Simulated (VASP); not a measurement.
# Ta (I4/mmm) in VASP: notebook

Runs on Ta. Level: PBE. Tasks: single point.

All numbers are computed with VASP 6.6.1; they aren't measurements. Logs are shortened: lines on timing, memory, paths and dates and some standing lists are left out, and cuts for length are marked.

### 1 The cell of the first run

It takes space group I4/mmm (No. 139, tetragonal). Conventional cell: a = 3.303 Å, b = 3.303 Å, c = 3.203 Å, α = 90.00°, β = 90.00°, γ = 90.00°. Within 3.7 Å of Ta (site symmetry 4/mmm) lie 14 Ta at 2.83 to 3.30 Å.

### 2 Single point, PBE (strain +0.000 along x and y, -0.030 along z)

INCAR

```
  PREC = Accurate
  ENCUT = 520
  EDIFF = 1E-6
  ISMEAR = 0
  SIGMA = 0.15
  LREAL = F
  LASPH = T
  NELM = 60
  ALGO = Normal
  ISIF = 2
  LWAVE = F
  LCHARG = T
  GGA = PE
  LELF = T
  LVHAR = T
  NBANDS = 12
```

KPOINTS

```
regular mesh
0
Gamma
  20 20 20
```

POSCAR

```
Ta
1.0
   -1.6512800000      1.6512800000      1.6017416000
    1.6512800000     -1.6512800000      1.6017416000
    1.6512800000      1.6512800000     -1.6017416000
Ta
1
Direct
    0.0000000000      0.0000000000      0.0000000000
```

Potentials or basis: VASP PAW PBE potentials, release 64 (Ta_pv).

The run is started by

```bash
$ cat potpaw_PBE.64/Ta_pv/POTCAR > POTCAR
$ mpirun -np 1 vasp_std > vasp.out
```

OUTCAR:

```text
PREC = Accurate
   ENCUT = 520
   EDIFF = 1E-6
   ISMEAR = 0
   LREAL = F
   LASPH = T
   NELM = 60
   ISIF = 2
   GGA = PE

 ion  position               nearest neighbor table
   1  0.000  0.000  0.000-

  LATTYP: Found a body centered tetragonal cell.
 ALAT       =     3.3025600000
 C/A-ratio  =     0.9700000000

  Lattice vectors:

 A1 = (  -1.6512800000,   1.6512800000,   1.6017416000)
 A2 = (   1.6512800000,  -1.6512800000,   1.6017416000)
 A3 = (   1.6512800000,   1.6512800000,  -1.6017416000)

Analysis of symmetry for initial positions (statically):
=====================================================================
 Subroutine PRICEL returns:
 Original cell was already a primitive cell.

 Routine SETGRP: Setting up the symmetry group for a
 body centered tetragonal supercell.

 Subroutine GETGRP returns: Found 16 space group operations
 (whereof 16 operations were pure point group operations)
 out of a pool of 16 trial point group operations.

The static configuration has the point symmetry D_4h.

Analysis of symmetry for dynamics (positions and initial velocities):
=====================================================================
 Subroutine PRICEL returns:
 Original cell was already a primitive cell.

 Routine SETGRP: Setting up the symmetry group for a
 body centered tetragonal supercell.

 Subroutine GETGRP returns: Found 16 space group operations
 (whereof 16 operations were pure point group operations)
 out of a pool of 16 trial point group operations.

The dynamic configuration has the point symmetry D_4h.

 Subroutine INISYM returns: Found 16 space group operations
 (whereof 16 operations are pure point group operations),
 and found     1 'primitive' translations

----------------------------------------------------------------------------------------

                                     Primitive cell

  volume of cell :      17.4700

  direct lattice vectors                    reciprocal lattice vectors
    -1.651280000  1.651280000  1.601741600     0.000000000  0.302795407  0.312160214
     1.651280000 -1.651280000  1.601741600     0.302795407  0.000000000  0.312160214
     1.651280000  1.651280000 -1.601741600     0.302795407  0.302795407  0.000000000

  length of vectors
     2.831788733  2.831788733  2.831788733     0.434889707  0.434889707  0.428217371

  position of ions in fractional coordinates (direct lattice)
     0.000000000  0.000000000  0.000000000

  ion indices of the primitive-cell ions
   primitive index   ion index
                 1           1

----------------------------------------------------------------------------------------

 KPOINTS: regular mesh

Automatic generation of k-mesh.
 Grid dimensions read from file:
 generate k-points for:   20   20   20

 Generating k-lattice:

  Cartesian coordinates                     Fractional coordinates (reciprocal lattice)
     0.000000000  0.015139770  0.015608011     0.050000000  0.000000000  0.000000000
     0.015139770  0.000000000  0.015608011     0.000000000  0.050000000  0.000000000
     0.015139770  0.015139770  0.000000000     0.000000000  0.000000000  0.050000000

  Length of vectors
     0.021744485  0.021744485  0.021410869

  Shift w.r.t. Gamma in fractional coordinates (k-lattice)
     0.000000000  0.000000000  0.000000000

 Subroutine IBZKPT returns following result:
 ===========================================

 Found    641 irreducible k-points:

 Following reciprocal coordinates:
            Coordinates               Weight
  0.000000  0.000000  0.000000      1.000000
  0.050000  0.000000 -0.000000      8.000000
  0.100000  0.000000 -0.000000      8.000000
  0.150000  0.000000  0.000000      8.000000
  0.200000  0.000000 -0.000000      8.000000
  0.250000  0.000000  0.000000      8.000000
[... 16 lines left out ...]
 -0.400000  0.050000  0.000000     16.000000
 -0.350000  0.050000  0.000000     16.000000
 [... further k-points ...]
   k-points           NKPTS =    641   k-points in BZ     NKDIM =    641   number of bands    NBANDS=     12
   number of dos      NEDOS =    301   number of ions     NIONS =      1
   total plane-waves  NPLWV =  13824
   dimension x,y,z NGX =    24 NGY =   24 NGZ =   24
   dimension x,y,z NGXF=    48 NGYF=   48 NGZF=   48
   ions per type =               1
   NGX,Y,Z   is equivalent  to a cutoff of  14.09, 14.09, 14.09 a.u.
   NGXF,Y,Z  is equivalent  to a cutoff of  28.18, 28.18, 28.18 a.u.
 SYSTEM =  unknown system
   PREC   = accura    normal or accurate (medium, high low for compatibility)
   ISTART =      0    job   : 0-new  1-cont  2-samecut
   ICHARG =      2    charge: 1-file 2-atom 10-const
   ISPIN  =      1    spin polarized calculation?
   LNONCOLLINEAR =      F non collinear calculations
   LSORBIT =      F    spin-orbit coupling
   LASPH  =      T    aspherical Exc in radial PAW
   ENCUT  =  520.0 eV  38.22 Ry    6.18 a.u.   5.27  5.27  5.27*2*pi/ulx,y,z
   NELM   =     60;   NELMIN=  2; NELMDL= -5     # of ELM steps
   EDIFF  = 0.1E-05   stopping-criterion for ELM
   LREAL  =      F    real-space projection
   EDIFFG = 0.1E-04   stopping-criterion for IOM
   NSW    =      0    number of steps for IOM
   IBRION =     -1    ionic relax: 0-MD 1-quasi-New 2-CG
   NFREE  =      0    steps in history (QN), initial steepest desc. (CG)
   ISIF   =      2    stress and relaxation
   ISYM   =      2    0-nonsym 1-usesym 2-fastsym
   POTIM  = 0.5000    time-step for ionic-motion
   TEBEG  =    0.0;   TEEND  =   0.0 temperature during run
   PSTRESS=    0.0 pullay stress
   NELECT =      11.0000    total number of electrons
   NUPDOWN=      -1.0000    fix difference up-down
   EMIN   =  10.00;   EMAX   =-10.00  energy-range for DOS
   EFERMI =   0.00;   METHOD = LEGACY
   ISMEAR =     0;   SIGMA  =   0.15  broadening in eV -4-tet -1-fermi 0-gaus
   EFERMI_NEDOS =   21; number of points for ismear=-14 and -15
   IALGO  =     38    algorithm
   IMIX   =      4    mixing-type and parameters
     AMIX     =   0.40;   BMIX     =  1.00
     AMIX_MAG =   1.60;   BMIX_MAG =  1.00
  volume/ion in A,a.u.               =      17.47       117.89
  Fermi-wavevector in a.u.,A,eV,Ry     =   1.403162  2.651591 26.788009  1.968863
  Thomas-Fermi vector in A             =   2.525851
   LORBIT       =      0    0 simple, 1 ext, 2 COOP (PROOUT), +10 PAW based schemes
   GGA     = PE    functional components
   LHFCALC =     F    Hartree Fock is set to
   AEXX    =    0.0000 exact exchange contribution
   IVDW    =     0    specifies the selected vdW correction
   LEPSILON=     F    determine dielectric tensor
   LRPA    =     F    only Hartree local field effects (RPA)
 non-spin polarized calculation
 Gauss-broadening in eV      SIGMA  =   0.15
  energy-cutoff  :      520.00
  volume of cell :       17.47
 maximum number of plane-waves:       482
 NGX is ok and might be reduce to    24
   NGX = 11   NGY = 11   NGZ = 11

 number of electron      11.0000001 magnetization

 Free energy of the ion-electron system (eV)
  ---------------------------------------------------
  ext. energy  EPLUGINS =         0.00000000
  ---------------------------------------------------
  free energy    TOTEN  =       -11.79073677 eV

  energy without entropy =      -11.77629645  energy(sigma->0) =      -11.78351661

 E-fermi :   5.7307     XC(G=0): -12.7751

 val. band max:        5.7299126743   @ k =   0.4500   0.2000  -0.0000
 cond. band min:       5.7325090626   @ k =  -0.2000   0.1000   0.0500
 fundamental gap:      0.0025963883
 Fermi energy:         5.7306746885

 k-point     1 :       0.0000    0.0000    0.0000
  band No.  band energies     occupation
      1     -27.2157      2.00000
      2     -27.2157      2.00000
      3     -27.2070      2.00000
      4      -2.2959      2.00000
      5       6.2077      0.00001
      6       6.6165      0.00000
      7       6.6165      0.00000
      8       9.5601      0.00000
      9      10.1271      0.00000
     10      20.5385      0.00000
     11      20.7109      0.00000
     12      20.7109      0.00000

 k-point     2 :       0.0500    0.0000   -0.0000
  band No.  band energies     occupation
      1     -27.2466      2.00000
      2     -27.2265      2.00000
      3     -27.2115      2.00000
      4      -2.1778      2.00000
      5       6.2088      0.00001
      6       6.5903      0.00000
      7       6.6496      0.00000
      8       9.5323      0.00000
      9      10.0274      0.00000
     10      20.5385      0.00000
     11      20.9173      0.00000
     12      20.9197      0.00000

 k-point     3 :       0.1000    0.0000   -0.0000
  band No.  band energies     occupation
      1     -27.3463      2.00000
      2     -27.2578      2.00000
      3     -27.2135      2.00000
      4      -1.8338      2.00000
      5       6.0677      0.00148
      6       6.4883      0.00000
      7       6.9076      0.00000
      8       9.4213      0.00000
      9       9.8657      0.00000
     10      20.5382      0.00000
     11      21.3220      0.00000
     12      21.5279      0.00000
[... 286 lines left out ...]
 k-point    23 :      -0.4000    0.0500    0.0000
  band No.  band energies     occupation
      1     -28.3238      2.00000
      2     -27.5879      2.00000
      3     -27.2422      2.00000
      4       1.2447      2.00000
      5       4.2766      2.00000
      6       6.1234      0.00021
      7       9.8687      0.00000
      8      10.5545      0.00000
      9      12.1271      0.00000
     10      18.8178      0.00000
     11      20.0114      0.00000
     12      20.5708      0.00000

 k-point    24 :      -0.3500    0.0500    0.0000
  band No.  band energies     occupation
      1     -28.1733      2.00000
      2     -27.5330      2.00000
      3     -27.2387      2.00000
      4       0.9901      2.00000
      5       4.5318      2.00000
      6       5.6453      1.57926
      7       9.6530      0.00000
      8      10.3352      0.00000
      9      10.9607      0.00000
     10      19.6907      0.00000
     11      20.5288      0.00000
     12      21.4553      0.00000

 [... further k-points ...]
[... 5 lines left out ...]
  --------------------------------------------------------------------------------------
  -------------------------------------------------------------------------------------
  Total        0.9568532      0.9568532      1.3881339      0.0000000     -0.0000000      0.0000000
  in kB       87.7530088     87.7530088    127.3057628      0.0000000     -0.0000000      0.0000000
  external PRESSURE =     100.9372601 kB  Pullay stress =       0.0000000 kB

 VOLUME and BASIS-vectors are now :
 -----------------------------------------------------------------------------
  energy-cutoff  :      520.00
  volume of cell :       17.47
      direct lattice vectors                 reciprocal lattice vectors
    -1.651280000  1.651280000  1.601741600     0.000000000  0.302795407  0.312160214
     1.651280000 -1.651280000  1.601741600     0.302795407  0.000000000  0.312160214
     1.651280000  1.651280000 -1.601741600     0.302795407  0.302795407  0.000000000

 POSITION                                       TOTAL-FORCE (eV/Angst)
 -----------------------------------------------------------------------------------
      0.00000      0.00000      0.00000        -0.000000     -0.000000     -0.000000
 -----------------------------------------------------------------------------------
    total drift:                               -0.000000      0.000000      0.000000

  FREE ENERGIE OF THE ION-ELECTRON SYSTEM (eV)
  ---------------------------------------------------
  free  energy   TOTEN  =       -11.7907367661 eV

  energy  without entropy=      -11.7762964523  energy(sigma->0) =      -11.78351661
```

Run time: 78 s. Hardware: 1 thread of AMD EPYC 7R13 (Zen 3), shared host; peak memory 0.22 GiB.

Results:

| Property | Result |
| --- | --- |
| Free energy | -11.7907 eV |
| Pressure | 10.1 GPa |

Stress tensor (GPa, compression positive):
```
 8.78  0.00  0.00
 0.00  8.78  0.00
 0.00  0.00 12.73
```

Caveat: the cell differs from its parent crystal (strain +0.000 along x and y, -0.030 along z); spin-orbit coupling is left out, which moves the levels of the heavy elements.

(Part 1 of 2 ends here.)
